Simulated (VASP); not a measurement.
# AgCl in VASP: a series of runs, part 2 of 2

VASP 6.6.1. The steps go on from the part before.

## Step 3: Single point, PBE

The input, INCAR:

```
SYSTEM = AgCl
PREC = Accurate ; ENCUT = 500
EDIFF = 1E-6 ; ISMEAR = -1
SIGMA = 0.05 ; LREAL = .FALSE.
LASPH = .TRUE. ; NELM = 120
ALGO = Normal ; ISIF = 2
LWAVE = .FALSE. ; LCHARG = .FALSE.
GGA = PE ; NBANDS = 16
GGA_COMPAT = .FALSE.
```

The input, KPOINTS:

```
regular mesh
0
G
  6 6 6
  0 0 0
```

The input, POSCAR:

```
AgCl
1.0
   -0.0410250000      2.7350000000      2.7350000000
    2.7350000000     -0.0410250000      2.7350000000
    2.6939750000      2.6939750000      0.0000000000
Ag Cl
1 1
Direct
    0.0000000000      0.0000000000      0.0000000000
    0.5000000000      0.5000000000      0.5000000000
```

Potentials or basis: VASP PAW PBE potentials, release 64 (Ag, Cl).

Started as:

```
$ cat potpaw_PBE.64/Ag/POTCAR potpaw_PBE.64/Cl/POTCAR > POTCAR
$ mpirun -np 1 vasp_std > vasp.out
```

OUTCAR:

```text
SYSTEM = AgCl
   PREC = Accurate
   ENCUT = 500
   EDIFF = 1E-6
   ISMEAR = -1
   LREAL = .FALSE.
   LASPH = .TRUE.
   NELM = 120
   ISIF = 2
   GGA = PE

 ion  position               nearest neighbor table
   1  0.000  0.000  0.000-   2 2.73   2 2.73   2 2.74   2 2.74   2 2.74   2 2.74
   2  0.500  0.500  0.500-   1 2.73   1 2.73   1 2.74   1 2.74   1 2.74   1 2.74

  LATTYP: Found a body centered orthorhombic cell.
 ALAT       =     3.8098559817
 B/A-ratio  =     1.0304568528
 C/A-ratio  =     1.4357498095

  Lattice vectors:

 A1 = (   0.0410250000,  -2.7350000000,  -2.7350000000)
 A2 = (  -0.0410250000,   2.7350000000,  -2.7350000000)
 A3 = (   2.7350000000,  -0.0410250000,   2.7350000000)

Analysis of symmetry for initial positions (statically):
=====================================================================
 Subroutine PRICEL returns:
 Original cell was already a primitive cell.

 Routine SETGRP: Setting up the symmetry group for a
 body centered orthorhombic supercell.

 Subroutine GETGRP returns: Found  8 space group operations
 (whereof  8 operations were pure point group operations)
 out of a pool of  8 trial point group operations.

The static configuration has the point symmetry D_2h.

Analysis of symmetry for dynamics (positions and initial velocities):
=====================================================================
 Subroutine PRICEL returns:
 Original cell was already a primitive cell.

 Routine SETGRP: Setting up the symmetry group for a
 body centered orthorhombic supercell.

 Subroutine GETGRP returns: Found  8 space group operations
 (whereof  8 operations were pure point group operations)
 out of a pool of  8 trial point group operations.

The dynamic configuration has the point symmetry D_2h.

 Subroutine INISYM returns: Found  8 space group operations
[... 112 lines left out ...]
   ISMEAR =    -1;   SIGMA  =   0.05  broadening in eV -4-tet -1-fermi 0-gaus
   EFERMI_NEDOS =   21; number of points for ismear=-14 and -15
   IALGO  =     38    algorithm
   IMIX   =      4    mixing-type and parameters
     AMIX     =   0.40;   BMIX     =  1.00
     AMIX_MAG =   1.60;   BMIX_MAG =  1.00
  volume/ion in A,a.u.               =      20.45       138.03
  Fermi-wavevector in a.u.,A,eV,Ry     =   1.245176  2.353042 21.095350  1.550464
  Thomas-Fermi vector in A             =   2.379410
   LORBIT       =      0    0 simple, 1 ext, 2 COOP (PROOUT), +10 PAW based schemes
   GGA     = PE    functional components
   LHFCALC =     F    Hartree Fock is set to
   AEXX    =    0.0000 exact exchange contribution
   IVDW    =     0    specifies the selected vdW correction
   LEPSILON=     F    determine dielectric tensor
   LRPA    =     F    only Hartree local field effects (RPA)
 non-spin polarized calculation
  energy-cutoff  :      500.00
  volume of cell :       40.91
 maximum number of plane-waves:      1052
   NGX = 15   NGY = 15   NGZ = 13

 number of electron      18.0000000 magnetization

 Free energy of the ion-electron system (eV)
  ---------------------------------------------------
  ext. energy  EPLUGINS =         0.00000000
  ---------------------------------------------------
  free energy    TOTEN  =        -5.36436457 eV

  energy without entropy =       -5.36435988  energy(sigma->0) =       -5.36436223

 E-fermi :   4.8789     XC(G=0): -10.1865

 val. band max:        4.3880039221   @ k =   0.0000   0.0000   0.5000
 cond. band min:       5.2593744105   @ k =   0.0000   0.0000   0.0000
 fundamental gap:      0.8713704884
 Fermi energy:         4.8789087536

 k-point     1 :       0.0000    0.0000    0.0000
  band No.  band energies     occupation
      1     -11.0753      2.00000
      2       1.7188      2.00000
      3       1.7334      2.00000
      4       1.7695      2.00000
      5       1.7892      2.00000
      6       1.7950      2.00000
[... 433 lines left out ...]
      3       0.3916      2.00000
      4       0.4974      2.00000
      5       1.7499      2.00000
      6       2.2290      2.00000
[... 8 lines left out ...]
     15      19.0124      0.00000
     16      19.8677      0.00000

 [... further k-points ...]

------------------------ aborting loop because EDIFF is reached ----------------------------------------

  FORCE on cell =-STRESS in cart. coord.  units (eV):
  Direction    XX          YY          ZZ          XY          YZ          ZX
  --------------------------------------------------------------------------------------
  -------------------------------------------------------------------------------------
  Total        0.9659815      0.9659815      0.9634222      0.0303468      0.0000000     -0.0000000
  in kB       37.8333791     37.8333791     37.7331425      1.1885533      0.0000000     -0.0000000
  external PRESSURE =      37.7999669 kB  Pullay stress =       0.0000000 kB

 VOLUME and BASIS-vectors are now :
 -----------------------------------------------------------------------------
  energy-cutoff  :      500.00
  volume of cell :       40.91
      direct lattice vectors                 reciprocal lattice vectors
    -0.041025000  2.735000000  2.735000000    -0.180113652  0.180113652  0.182815356
     2.735000000 -0.041025000  2.735000000     0.180113652 -0.180113652  0.182815356
     2.693975000  2.693975000  0.000000000     0.185599347  0.185599347 -0.182815356

 POSITION                                       TOTAL-FORCE (eV/Angst)
 -----------------------------------------------------------------------------------
      0.00000      0.00000      0.00000         0.000000      0.000000     -0.000000
      2.69398      2.69398      2.73500        -0.000000     -0.000000      0.000000
 -----------------------------------------------------------------------------------
    total drift:                                0.000000      0.000000      0.000000

  FREE ENERGIE OF THE ION-ELECTRON SYSTEM (eV)
  ---------------------------------------------------
  free  energy   TOTEN  =        -5.3643645728 eV

  energy  without entropy=       -5.3643598845  energy(sigma->0) =       -5.36436223
```

stdout:

```text
POSCAR found type information on POSCAR AgCl
 POSCAR found :  2 types and       2 ions
 scaLAPACK will be used
 LDA part: xc-table for (Slater+PW92), standard interpolation
 POSCAR, INCAR and KPOINTS ok, starting setup
 FFT: planning ... GRIDC
 FFT: planning ... GRID_SOFT
 FFT: planning ... GRID
 WAVECAR not read
 entering main loop
```

It took 38 s on 1 thread of AMD EPYC 7R13, shared host; peak memory 0.14 GiB.

What came out:

| Quantity | Value |
| --- | --- |
| Free energy | -5.3644 eV |
| Pressure | 3.8 GPa |
| Band gap on the k mesh | 0.87 eV (least direct gap 3.32 eV) |

Stress tensor (GPa, compression positive):
```
3.78 0.12 0.00
0.12 3.78 0.00
0.00 0.00 3.77
```

Caveat: the cell stands under pressure.

## Step 4: Single point, PBE

The input, INCAR:

```
ALGO = Normal
EDIFF = 1E-6
ENCUT = 500
GGA = PE
GGA_COMPAT = False
ISIF = 2
ISMEAR = -1
LASPH = True
LCHARG = True
LELF = True
LREAL = False
LVHAR = True
LWAVE = False
NBANDS = 16
NELM = 120
PREC = Accurate
SIGMA = 0.05
```

The input, KPOINTS:

```
k-points
0
Gamma
  6 6 6
```

The input, POSCAR:

```
AgCl
1.0
   -0.0205125000      2.7350000000      2.7350000000
    2.7350000000     -0.0205125000      2.7350000000
    2.7144875000      2.7144875000      0.0000000000
Ag Cl
1 1
Direct
    0.0000000000      0.0000000000      0.0000000000
    0.5000000000      0.5000000000      0.5000000000
```

Started as:

```
$ cat potpaw_PBE.64/Ag/POTCAR potpaw_PBE.64/Cl/POTCAR > POTCAR
$ mpirun -np 1 vasp_std > vasp.out
```

Wall time 50 s (1 thread of AMD EPYC 7R13, shared host); peak memory 0.14 GiB.

Results (log left out):

```
Free energy            : -5.3649 eV
Pressure               : 3.8 GPa
Band gap on the k mesh : 0.89 eV (least direct gap 3.36 eV)
```

Stress tensor (GPa, compression positive):
```
3.79 0.06 0.00
0.06 3.79 0.00
0.00 0.00 3.78
```

Levels at points of the mesh, in eV from the valence-band top:
```tsv
k point	band 7	band 8	band 9	band 10	band 11	band 12
(0.00, 0.00, 0.00)	-2.55	-2.51	-2.48	0.89	10.73	10.82
(0.50, 0.00, 0.00)	-1.90	-0.03	-0.01	4.14	6.72	7.58
(0.50, 0.50, 0.00)	-2.09	-2.09	-1.98	2.30	7.95	8.76
(0.00, 0.00, 0.50)	-1.88	-0.02	0.00	4.08	6.79	7.48
(0.50, 0.00, 0.50)	-2.09	-2.09	-1.98	2.30	7.95	8.75
```

Caveat: the cell stands under pressure. A k mesh can miss the band edges.

## Step 5: Summary

```tsv
cell	gap on the mesh (eV)	pressure (GPa)
a = 3.868 Å, angles 60.0°, 2 atoms	0.90	3.8
a = 3.868, b = 3.868, c = 3.810 Å, angles 60.5, 60.5, 61.0°, 2 atoms	0.87	3.8
a = 3.868, b = 3.868, c = 3.839 Å, angles 60.2, 60.2, 60.5°, 2 atoms	0.89	3.8
```

Alike in all rows: task single point; level PBE; potentials or basis VASP PAW PBE potentials, release 64 (Ag, Cl); no spin polarisation; k mesh 6 × 6 × 6; cutoff (eV) 500; smearing fermi-dirac 0.05 eV.

Caveats: the cell stands under pressure.

Total energies depend on the potentials used, so only differences within one code and one set of settings carry meaning.
